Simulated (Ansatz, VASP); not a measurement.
# Sn in VASP and in Ansatz

```
Sn
1.0
     0.00000    2.91252    3.77342
     2.91278    0.00000    3.77342
     2.91278    2.91252    0.00000
Sn
2
Direct
  0.19297 0.19297 0.80703
  0.80703 0.80703 0.19297
```

Alike in both runs: functional PBE; k mesh 16 × 16 × 16; occupations gaussian, width 0.1 eV; no spin polarisation.

Ansatz relaxed the structure, and its values are those at the end. VASP's run is a single point on that final structure, the one shown.

```csv
,VASP,Ansatz
version,VASP 6.6.1,Ansatz 0.2.0
potentials or method,"VASP PAW PBE potentials, release 64 (Sn_d), cutoff 520 eV","scalar-relativistic, plane waves, PAW"
valence electrons in the cell,28,28
```

```csv
,VASP,Ansatz,Ansatz less VASP
gap on the k mesh at the Fermi level (eV),none,none,-
pressure (GPa),-0.1,0.0,+0.06
```

A gap of «none» marks a metal or a gap that the smearing closes.
